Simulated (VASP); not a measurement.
# PtS2 in VASP: notebook

Runs on PtS2. Level: PBEsol. Tasks: single point, relaxation of cell and atoms.

All numbers are computed with VASP 6.6.1; they aren't measurements. Logs are shortened: lines on timing, memory, paths and dates and some standing lists are left out, and cuts for length are marked.

## Step 1: The cell of the first run

The typed cell holds 6 atoms: a = 5.656 Å, b = 5.684 Å, c = 5.691 Å, α = 132.88°, β = 95.74°, γ = 102.75°.

## Step 2: Single point, PBEsol

INCAR reads:

```
SYSTEM = PtS2
PREC = Accurate
ENCUT = 520
EDIFF = 1E-6
ISMEAR = -1
SIGMA = 0.05
LREAL = .False.
LASPH = .True.
NELM = 60
ALGO = Normal
ISIF = 2
LWAVE = .False.
LCHARG = .False.
GGA = PS
NBANDS = 31
```

KPOINTS reads:

```
Automatic mesh
0
Gamma
  4 4 4
  0 0 0
```

POSCAR reads:

```
PtS2
1.0
   -2.2708621850      3.7925262159      3.5282043520
    2.2694833618     -3.8146817232      3.5507432010
    2.2774289999      3.8186289163     -3.5516954898
Pt S
2 4
Direct
    0.7462952922      0.7515488008      0.0002650443
    0.2457202179      0.2514671745     -0.0002833891
    0.9237178813      0.6986215081      0.6259690280
    0.0690518052      0.3042155976      0.3745656369
    0.5677923711      0.1991194731      0.7687514792
    0.4231634290      0.8035560818      0.2298513022
```

Potentials or basis: VASP PAW PBE potentials, release 64 (Pt, S).

On the command line:

```bash
$ cat potpaw_PBE.64/Pt/POTCAR potpaw_PBE.64/S/POTCAR > POTCAR
$ mpirun -np 1 vasp_std > vasp.out
```

OUTCAR:

```text
SYSTEM = PtS2
   PREC = Accurate
   ENCUT = 520
   EDIFF = 1E-6
   ISMEAR = -1
   LREAL = .False.
   LASPH = .True.
   NELM = 60
   ISIF = 2
   GGA = PS

 ion  position               nearest neighbor table
   1  0.746  0.752  0.000-   5 2.31   3 2.31   4 2.31   6 2.31
   2  0.246  0.251  1.000-   3 2.31   5 2.31   6 2.31   4 2.31
   3  0.924  0.699  0.626-   4 2.11   2 2.31   1 2.31
   4  0.069  0.304  0.375-   3 2.11   1 2.31   2 2.31
   5  0.568  0.199  0.769-   6 2.11   2 2.31   1 2.31
   6  0.423  0.804  0.230-   5 2.11   2 2.31   1 2.31

  LATTYP: Found a triclinic cell.
 ALAT       =    11.5306184390
 B/A-ratio  =     0.9959879116
 C/A-ratio  =     1.0573363015
 COS(alpha) =     0.0001272271
 COS(beta)  =     0.6196592593
 COS(gamma) =     0.7812740567

  Lattice vectors:

 A1 = (  -2.2788078231,  -3.8407844236,  10.6306430428)
 A2 = (  -2.2722410082,   3.7703707086,  10.6071519050)
 A3 = (  -2.2839958148, -11.4297840485,   3.5751866276)

Analysis of symmetry for initial positions (statically):
=====================================================================
 Subroutine PRICEL returns:
 Original cell was already a primitive cell.

 Routine SETGRP: Setting up the symmetry group for a
 triclinic supercell.

 Subroutine GETGRP returns: Found  1 space group operations
 (whereof  1 operations were pure point group operations)
 out of a pool of  2 trial point group operations.

The static configuration has the point symmetry C_1 .

Analysis of symmetry for dynamics (positions and initial velocities):
=====================================================================
 Subroutine PRICEL returns:
 Original cell was already a primitive cell.

 Routine SETGRP: Setting up the symmetry group for a
 triclinic supercell.

 Subroutine GETGRP returns: Found  1 space group operations
 (whereof  1 operations were pure point group operations)
 out of a pool of  2 trial point group operations.

The dynamic configuration has the point symmetry C_1 .

 Subroutine INISYM returns: Found  1 space group operations
 (whereof  1 operations are pure point group operations),
 and found     1 'primitive' translations

----------------------------------------------------------------------------------------

                                     Primitive cell

  volume of cell :     122.4902

  direct lattice vectors                    reciprocal lattice vectors
    -2.270862185  3.792526216  3.528204352    -0.000084764  0.131823446  0.141676498
     2.269483362 -3.814681723  3.550743201     0.219958845  0.000246355  0.141307551
     2.277429000  3.818628916 -3.551695490     0.219815666  0.131197847  0.000453435

  length of vectors
     5.655819667  5.684199914  5.690619518     0.193519142  0.261437905  0.255992202

  position of ions in fractional coordinates (direct lattice)
     0.746295292  0.751548801  0.000265044
     0.245720218  0.251467175  0.999716611
     0.923717881  0.698621508  0.625969028
     0.069051805  0.304215598  0.374565637
     0.567792371  0.199119473  0.768751479
     0.423163429  0.803556082  0.229851302

  ion indices of the primitive-cell ions
   primitive index   ion index
                 1           1
                 2           2
                 3           3
                 4           4
                 5           5
                 6           6

----------------------------------------------------------------------------------------

 KPOINTS: Automatic mesh

Automatic generation of k-mesh.
 Grid dimensions read from file:
 generate k-points for:    4    4    4

 Generating k-lattice:

  Cartesian coordinates                     Fractional coordinates (reciprocal lattice)
    -0.000021191  0.032955862  0.035419124     0.250000000  0.000000000  0.000000000
     0.054989711  0.000061589  0.035326888     0.000000000  0.250000000  0.000000000
     0.054953916  0.032799462  0.000113359    -0.000000000 -0.000000000  0.250000000

  Length of vectors
     0.048379785  0.065359476  0.063998051

  Shift w.r.t. Gamma in fractional coordinates (k-lattice)
     0.000000000  0.000000000  0.000000000

 Subroutine IBZKPT returns following result:
 ===========================================

 Found     36 irreducible k-points:

 Following reciprocal coordinates:
            Coordinates               Weight
  0.000000  0.000000  0.000000      1.000000
  0.250000  0.000000  0.000000      2.000000
  0.500000  0.000000  0.000000      1.000000
 -0.000000  0.250000  0.000000      2.000000
  0.250000  0.250000  0.000000      2.000000
  0.500000  0.250000  0.000000      2.000000
[... 16 lines left out ...]
  0.000000 -0.250000  0.250000      2.000000
  0.250000 -0.250000  0.250000      2.000000
 [... further k-points ...]
   k-points           NKPTS =     36   k-points in BZ     NKDIM =     36   number of bands    NBANDS=     31
   number of dos      NEDOS =    301   number of ions     NIONS =      6
   total plane-waves  NPLWV =  74088
[... 32 lines left out ...]
   IALGO  =     38    algorithm
   IMIX   =      4    mixing-type and parameters
     AMIX     =   0.40;   BMIX     =  1.00
     AMIX_MAG =   1.60;   BMIX_MAG =  1.00
  volume/ion in A,a.u.               =      20.42       137.77
  Fermi-wavevector in a.u.,A,eV,Ry     =   1.163747  2.199163 18.426470  1.354307
  Thomas-Fermi vector in A             =   2.300293
   LORBIT       =      0    0 simple, 1 ext, 2 COOP (PROOUT), +10 PAW based schemes
   GGA     = PS    functional components
   LHFCALC =     F    Hartree Fock is set to
   AEXX    =    0.0000 exact exchange contribution
   IVDW    =     0    specifies the selected vdW correction
   LEPSILON=     F    determine dielectric tensor
   LRPA    =     F    only Hartree local field effects (RPA)
 non-spin polarized calculation
  energy-cutoff  :      520.00
  volume of cell :      122.49
 maximum number of plane-waves:      3329
   NGX = 21   NGY = 21   NGZ = 21

 number of electron      44.0000002 magnetization

 Free energy of the ion-electron system (eV)
  ---------------------------------------------------
  ext. energy  EPLUGINS =         0.00000000
  ---------------------------------------------------
  free energy    TOTEN  =       -32.36585637 eV

  energy without entropy =      -32.36149848  energy(sigma->0) =      -32.36367742

 E-fermi :   5.4067     XC(G=0): -10.1949

 val. band max:        5.3408058370   @ k =   0.5000   0.5000   0.0000
 cond. band min:       5.8222137628   @ k =   0.5000   0.5000   0.5000
 fundamental gap:      0.4814079258
 Fermi energy:         5.4067107514

 k-point     1 :       0.0000    0.0000    0.0000
  band No.  band energies     occupation
      1     -10.8773      2.00000
      2      -9.8320      2.00000
      3      -6.6158      2.00000
      4      -6.2243      2.00000
      5      -2.7181      2.00000
      6      -1.8339      2.00000
[... 23 lines left out ...]
     30      12.3752      0.00000
     31      13.1220      0.00000

 k-point     2 :       0.2500    0.0000    0.0000
  band No.  band energies     occupation
      1     -10.7351      2.00000
      2      -9.9969      2.00000
      3      -6.5581      2.00000
      4      -6.2809      2.00000
      5      -2.5765      2.00000
      6      -1.7544      2.00000
[... 23 lines left out ...]
     30      12.1951      0.00000
     31      13.1758      0.00000

 k-point     3 :       0.5000    0.0000    0.0000
  band No.  band energies     occupation
      1     -10.3793      2.00000
      2     -10.3752      2.00000
      3      -6.4198      2.00000
      4      -6.4183      2.00000
      5      -2.1779      2.00000
      6      -2.1740      2.00000
[... 23 lines left out ...]
     30      11.4734      0.00000
     31      12.8734      0.00000

 k-point     4 :      -0.0000    0.2500    0.0000
  band No.  band energies     occupation
      1     -10.4649      2.00000
      2      -9.8925      2.00000
      3      -7.1018      2.00000
      4      -6.8621      2.00000
      5      -2.1018      2.00000
      6      -1.1866      2.00000
[... 635 lines left out ...]
     30      11.5705      0.00000
     31      12.1557      0.00000

 k-point    23 :       0.0000   -0.2500    0.2500
  band No.  band energies     occupation
      1     -10.7358      2.00000
      2      -9.9979      2.00000
      3      -6.5574      2.00000
      4      -6.2798      2.00000
      5      -2.5761      2.00000
      6      -1.7556      2.00000
[... 23 lines left out ...]
     30      12.1616      0.00000
     31      13.1845      0.00000

 k-point    24 :       0.2500   -0.2500    0.2500
  band No.  band energies     occupation
      1     -10.7271      2.00000
      2      -9.9783      2.00000
      3      -6.6970      2.00000
      4      -6.0977      2.00000
      5      -2.8355      2.00000
      6      -2.0451      2.00000
[... 23 lines left out ...]
     30      13.0234      0.00000
     31      13.2736      0.00000

 [... further k-points ...]
[... 5 lines left out ...]
  --------------------------------------------------------------------------------------
  -------------------------------------------------------------------------------------
  Total       -0.2242214     -0.0852340     -0.0849910     -0.0067587      0.0052769      0.0105001
  in kB       -2.9328257     -1.1148644     -1.1116861     -0.0884043      0.0690227      0.1373423
  external PRESSURE =      -1.7197921 kB  Pullay stress =       0.0000000 kB

 VOLUME and BASIS-vectors are now :
 -----------------------------------------------------------------------------
  energy-cutoff  :      520.00
  volume of cell :      122.49
      direct lattice vectors                 reciprocal lattice vectors
    -2.270862185  3.792526216  3.528204352    -0.000084764  0.131823446  0.141676498
     2.269483362 -3.814681723  3.550743201     0.219958845  0.000246355  0.141307551
     2.277429000  3.818628916 -3.551695490     0.219815666  0.131197847  0.000453435

 POSITION                                       TOTAL-FORCE (eV/Angst)
 -----------------------------------------------------------------------------------
      0.01150     -0.03556      5.30070        -0.001987     -0.005976     -0.000645
      2.28949      3.79018     -1.79084         0.001836      0.000068      0.000618
      0.91347      3.22855      3.51644        -0.045719      0.010146     -0.002942
      1.38665      0.53172     -0.00652         0.045093     -0.017781      0.002386
      0.91330      4.32937     -0.02006        -0.046979     -0.005616     -0.001082
      1.38618     -0.58274      3.52987         0.047756      0.019159      0.001666
 -----------------------------------------------------------------------------------
    total drift:                               -0.000086      0.000275     -0.000061

  FREE ENERGIE OF THE ION-ELECTRON SYSTEM (eV)
  ---------------------------------------------------
  free  energy   TOTEN  =       -32.3658563683 eV

  energy  without entropy=      -32.3614984788  energy(sigma->0) =      -32.36367742
```

Run time: 64 s. Hardware: 1 thread of Intel Xeon 6975P-C (Granite Rapids), shared host; peak memory 0.3 GiB.

Results:

```
Free energy            : -32.3659 eV
Pressure               : -0.2 GPa
Largest force          : 0.051 eV/Å
Band gap on the k mesh : zero (bands 22 and 23 overlap by 0.04 eV)
```

Forces on the atoms (eV/Å):
```
Pt  -0.002 -0.006 -0.001
Pt   0.002  0.000  0.001
S   -0.046  0.010 -0.003
S    0.045 -0.018  0.002
S   -0.047 -0.006 -0.001
S    0.048  0.019  0.002
```

Stress tensor (GPa, compression positive):
```
-0.29 -0.01  0.01
-0.01 -0.11  0.01
 0.01  0.01 -0.11
```

Caveat: the k points lie up to 0.40 Å⁻¹ apart; the PAW data sets were made with another functional, which shifts forces and pressure a little; spin-orbit coupling is left out, which moves the levels of the heavy elements.

## Step 3: Single point, PBEsol

This run uses another cell than the first one, of 20.47 Å³/atom.

INCAR reads:

```
SYSTEM = PtS2
PREC = Accurate
ENCUT = 520
EDIFF = 1E-6
ISMEAR = -1
SIGMA = 0.03
LREAL = .False.
LASPH = .True.
NELM = 100
ALGO = Normal
ISIF = 2
LWAVE = .False.
LCHARG = .True.
GGA = PS
LELF = .True.
LVHAR = .True.
NBANDS = 31
```

KPOINTS reads:

```
regular mesh
0
Gamma
  6 6 6
  0 0 0
```

POSCAR reads:

```
PtS2
1.0
   -2.2734726413      3.8097583264      3.5448574208
    2.2734726413     -3.8097583264      3.5448574208
    2.2734726413      3.8097583264     -3.5448574208
Pt S
2 4
Direct
    0.7500000000      0.7500000000      0.0000000000
    0.2500000000      0.2500000000      0.0000000000
    0.9285901037      0.6981512132      0.6267413169
    0.0714098963      0.3018487868      0.3732586831
    0.5714098963      0.1981512132      0.7695611096
    0.4285901037      0.8018487868      0.2304388904
```

Potentials or basis: VASP PAW PBE potentials, release 64 (Pt, S).

On the command line:

```bash
$ cat potpaw_PBE.64/Pt/POTCAR potpaw_PBE.64/S/POTCAR > POTCAR
$ mpirun -np 1 vasp_std > vasp.out
```

It took 88 s on 1 thread of Intel Xeon 6975P-C (Granite Rapids), shared host; peak memory 0.32 GiB.

The run converged. Its results:

```yaml
Free_energy: -32.3725 eV
Pressure: -0.1 GPa
Largest_force: 0.046 eV/Å
Band_gap_on_the_k_mesh: zero (bands 22 and 23 overlap by 0.01 eV)
```

Forces on the atoms (eV/Å):
```
Pt   0.000  0.000  0.000
Pt   0.000  0.000  0.000
S   -0.045  0.012  0.000
S    0.045 -0.012  0.000
S   -0.045 -0.012  0.000
S    0.045  0.012  0.000
```

Stress tensor (GPa, compression positive):
```
-0.28  0.00  0.00
 0.00 -0.08  0.00
 0.00  0.00 -0.09
```

Levels at points of the mesh, in eV from the Fermi level:
| k point | band 19 | band 20 | band 21 | band 22 | band 23 | band 24 | band 25 | band 26 |
| --- | --- | --- | --- | --- | --- | --- | --- | --- |
| (0.00, 0.00, 0.00) | -1.57 | -0.99 | -0.37 | -0.14 | -0.06 | 0.63 | 0.99 | 3.85 |
| (0.50, 0.00, 0.00) | -1.37 | -1.37 | -0.61 | -0.61 | 1.57 | 1.57 | 2.82 | 2.82 |
| (0.00, 0.50, 0.00) | -1.72 | -1.72 | -1.24 | -1.24 | 1.53 | 1.53 | 2.69 | 2.69 |
| (0.50, 0.50, 0.00) | -1.57 | -1.09 | -0.65 | -0.07 | 0.89 | 2.11 | 2.73 | 2.81 |
| (0.50, 0.50, 0.50) | -1.55 | -1.29 | -1.04 | -0.63 | 0.41 | 2.31 | 2.33 | 3.44 |

Caveat: the PAW data sets were made with another functional, which shifts forces and pressure a little; spin-orbit coupling is left out, which moves the levels of the heavy elements.

## Step 4: Relaxation of cell and atoms, PBEsol

This run uses another cell than the first one, of 21.01 Å³/atom.

INCAR reads:

```
SYSTEM = PtS2
PREC = Accurate
ENCUT = 600
EDIFF = 1E-6
ISMEAR = -1
SIGMA = 0.05
LREAL = .False.
LASPH = .True.
NELM = 60
ALGO = Normal
ISIF = 3
LWAVE = .False.
LCHARG = .False.
GGA = PS
IBRION = 2
NSW = 100
EDIFFG = -0.01
```

KPOINTS reads:

```
regular mesh
0
Gamma
  4 4 4
  0 0 0
```

POSCAR reads:

```
PtS2
1.0
   -2.2999442295      3.7785446338      3.5601078387
    2.3366660060     -3.7894897629      3.5954221648
    2.3144573062      3.7981504389     -3.5718708779
Pt S
2 4
Direct
    0.7496594583      0.7567134676     -0.0053427440
    0.2400733730      0.2410205958     -0.0039468494
    0.9197727800      0.6936404090      0.6222044765
    0.0780272049      0.3083331537      0.3756426172
    0.5644975722      0.2001053370      0.7702494366
    0.4237106083      0.8087156728      0.2403121645
```

On the command line:

```bash
$ cat potpaw_PBE.64/Pt/POTCAR potpaw_PBE.64/S/POTCAR > POTCAR
$ mpirun -np 1 vasp_std > vasp.out
```

Wall time 8.7 min (1 thread of Intel Xeon 6975P-C (Granite Rapids), shared host); peak memory 0.4 GiB.

The run converged. Its results:

| Quantity | Value |
| --- | --- |
| Free energy | -32.3675 eV |
| Relaxed volume | 20.35 Å³/atom |
| Relaxed cell | a = 5.630 Å, b = 5.685 Å, c = 5.701 Å, α = 132.98°, β = 95.79°, γ = 102.61° |
| Space group after relaxing (to 0.1 Å) | Ibam (No. 72) |
| Energy gained by relaxing | 28.8 meV/atom |
| Ionic steps | 14 |
| Pressure after relaxing | 0.0 GPa |
| Largest force after relaxing | 0.009 eV/Å |
| Band gap on the k mesh | zero (bands 22 and 23 overlap by 0.07 eV) |

Forces in eV/Å, atoms in the order of the input:
```
Pt   0.007 -0.004 -0.001
Pt  -0.001  0.007  0.000
S   -0.006 -0.001 -0.006
S    0.003 -0.005  0.003
S    0.002  0.005  0.001
S   -0.003 -0.002  0.003
```

The path:
```tsv
step	energy change (eV)	largest force (eV/Å)	pressure (GPa)	volume (Å³)
1	0.0000	1.0031	-4.06	126.08
2	0.0376	1.0799	8.08	116.53
3	-0.1381	0.5840	0.95	121.34
4	-0.1602	0.2753	-0.34	122.24
5	-0.1627	0.1981	-0.05	122.02
6	-0.1691	0.1296	-0.08	122.04
7	-0.1697	0.1322	-0.08	122.05
8	-0.1717	0.0784	0.17	121.89
9	-0.1717	0.0799	0.18	121.87
10	-0.1724	0.0533	-0.17	122.19
11	-0.1724	0.0528	-0.17	122.17
12	-0.1728	0.0322	0.06	122.04
13	-0.1728	0.0315	0.01	122.07
14	-0.1729	0.0091	0.02	122.08
```

Final structure:
```xyz
6
Lattice="-2.2609 3.7724 3.5155 2.2618 -3.8131 3.5590 2.2808 3.8255 -3.5590" Properties=species:S:1:pos:R:3 pbc="T T T"
Pt    2.2931    3.7748    1.7385
Pt    2.2934    3.7928   -1.7992
S     0.9186    3.2114    3.5043
S     1.3872    0.5339   -0.0058
S     0.9154    4.3273   -0.0280
S     1.3902   -0.5875    3.5260
```

Levels at points of the mesh, in eV from the Fermi level:
```
           k point  band 19  band 20  band 21  band 22  band 23  band 24  band 25  band 26
(0.00, 0.00, 0.00)    -1.60    -1.01    -0.41    -0.17    -0.14     0.58     1.01     3.80
(0.50, 0.00, 0.00)    -1.38    -1.38    -0.68    -0.68     1.53     1.54     2.80     2.81
(0.00, 0.50, 0.00)    -1.74    -1.73    -1.28    -1.26     1.49     1.50     2.70     2.70
(0.50, 0.50, 0.00)    -1.61    -1.10    -0.70    -0.06     0.84     2.12     2.75     2.78
(0.00, 0.00, 0.50)    -1.62    -1.10    -0.72    -0.06     0.83     2.13     2.74     2.77
(0.50, 0.00, 0.50)    -1.73    -1.73    -1.28    -1.27     1.50     1.50     2.70     2.71
(0.00, 0.50, 0.50)    -1.38    -1.38    -0.63    -0.63     1.50     1.51     2.79     2.80
(0.50, 0.50, 0.50)    -1.57    -1.36    -1.09    -0.64     0.43     2.26     2.30     3.41
```

Caveat: the k points lie up to 0.40 Å⁻¹ apart in the final cell; the PAW data sets were made with another functional, which shifts forces and pressure a little; spin-orbit coupling is left out, which moves the levels of the heavy elements.

## Step 5: Overview

```csv
task,cell,k mesh,cutoff (eV),smearing,gap on the mesh (eV),pressure (GPa),largest force (eV/Å)
single point,"a = 5.656, b = 5.684, c = 5.691 Å, angles 132.9, 95.7, 102.7°, 6 atoms, atomic positions A",4 × 4 × 4,520,fermi-dirac 0.05 eV,none,-0.2,0.05
single point,"a = 5.679 Å, angles 132.8, 95.7, 102.7°, 6 atoms, atomic positions B",6 × 6 × 6,520,fermi-dirac 0.03 eV,none,-0.1,0.05
relaxation of cell and atoms,"relaxed from a = 5.678, b = 5.723, c = 5.704 Å, angles 132.0, 96.5, 102.2°, 6 atoms, atomic positions C",4 × 4 × 4,600,fermi-dirac 0.05 eV,none,0.0,0.01
```

Alike in all rows: level PBEsol; potentials or basis VASP PAW PBE potentials, release 64 (Pt, S); no spin polarisation.

Caveats: some runs use coarse meshes; the PAW data sets were made with another functional, which shifts forces and pressure a little; spin-orbit coupling is left out, which moves the levels of the heavy elements.

Absolute energies hang on the potentials; compare differences alone.

The gap in the log of VASP goes by the Fermi energy; the results here count the filled bands.